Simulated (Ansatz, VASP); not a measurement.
# Ag3Os: VASP beside Ansatz

```
CELL_PARAMETERS angstrom
2.75479 0.00000 0.00000
-1.37740 2.38572 0.00000
0.00000 0.00000 10.59386
ATOMIC_POSITIONS crystal
Ag 0.66667 0.33333 0.26210
Ag 0.66667 0.33333 0.73790
Ag 0.33333 0.66667 0.50000
Os 0.66667 0.33333 0.00000
```

Alike in both runs: functional PBE; k mesh 12 × 12 × 4; occupations gaussian, width 0.1 eV; no spin polarisation.

Ansatz relaxed the structure, and its values are those at the end. VASP's run is a single point on that final structure, the one shown.

|  | VASP | Ansatz |
| --- | --- | --- |
| version | VASP 6.6.1 | Ansatz 0.2.0 |
| potentials or method | VASP PAW PBE potentials, release 64 (Ag, Os), cutoff 520 eV | scalar-relativistic, plane waves, PAW |
| valence electrons in the cell | 41 | 73 |

Ansatz gave:

| Property | Result |
| --- | --- |
| gap on the k mesh at the Fermi level (eV) | none |
| pressure (GPa) | 0.0 |

**Question.** Which values does VASP return?

**Answer.** gap on the k mesh at the Fermi level (eV): none; pressure (GPa): -0.3.

A gap of «none» marks a metal or a gap that the smearing closes. VASP's potentials hold 41 valence electrons a cell and Ansatz's 73, so a difference there can come from the potentials and not from the codes.

Neither program's run includes spin-orbit coupling.
